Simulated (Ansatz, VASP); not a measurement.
**One calculation of CoSi2, two programs**

File INCAR:

```
SYSTEM = CoSi2
ALGO = Normal
EDIFF = 1E-6
ENCUT = 520
GGA = PS
ISIF = 2
ISMEAR = 0
LASPH = .True.
LCHARG = .False.
LREAL = .False.
LWAVE = .False.
NBANDS = 16
NELM = 100
PREC = Accurate
SIGMA = 0.15
```

File KPOINTS:

```
k-points
0
Gamma
  16 16 16
  0 0 0
```

File POSCAR:

```
CoSi2
1.0
    0.0000000000      2.6562539720      2.6562539720
    2.6562539720      0.0000000000      2.6562539720
    2.6562539720      2.6562539720      0.0000000000
Co Si
1 2
Direct
    0.0000000000      0.0000000000      0.0000000000
    0.2594117506      0.2405882494      0.2594117506
    0.7594117506      0.7405882494      0.7594117506
```

Input for Ansatz:

```yaml
crystal:
  lattice:
    - [0.0, 2.656253972, 2.656253972]
    - [2.656253972, 0.0, 2.656253972]
    - [2.656253972, 2.656253972, 0.0]
  atoms:
    - { symbol: Co, position: [0.0, 0.0, 0.0] }
    - { symbol: Si, position: [0.2594117506, 0.2405882494, 0.2594117506] }
    - { symbol: Si, position: [0.7594117506, 0.7405882494, 0.7594117506] }
basis:
  ecutwfc: 420
kpoints:
  mp_grid: { grid: [16, 16, 16] }
hamiltonian:
  xc: pbesol
scf:
  occupations: { method: gaussian, width: 0.15 }
output:
  forces: true
  stress: true
  eigenvalues: true
  write_density: true
  write_potential: true
  elf: true
  volumetric_format: npy
```

Change from the starting cell: all Si atoms moved +0.050 Å, as atom 2 along Cartesian [0 1 0].

Alike in both runs: task single point; functional PBEsol; k mesh 16 × 16 × 16; occupations gaussian, width 0.15 eV; no spin polarisation.

|  | VASP | Ansatz |
| --- | --- | --- |
| version | VASP 6.6.1 | Ansatz 0.2.0 |
| potentials or method | VASP PAW PBE potentials, release 64 (Co, Si), cutoff 520 eV | scalar-relativistic, plane waves, PAW |
| valence electrons in the cell | 17 | 25 |

Ansatz gave:

* gap on the k mesh at the Fermi level (eV): none
* pressure (GPa): 0.2
* traceless stress, the component that is largest in VASP (GPa): -0.08
* rms of the force components (eV/Å): 0.254

Q: What did VASP give for the same quantities?

A: gap on the k mesh at the Fermi level (eV): none; pressure (GPa): 0.2; traceless stress, the component that is largest in VASP (GPa): -0.08; rms of the force components (eV/Å): 0.257.

VASP's potentials were made for PBE, not for PBEsol. Atom by atom the forces differ by 0.003 eV/Å (rms over components). A gap of «none» marks a metal or a gap that the smearing closes. VASP's potentials hold 17 valence electrons a cell and Ansatz's 25, so a difference there can come from the potentials and not from the codes.
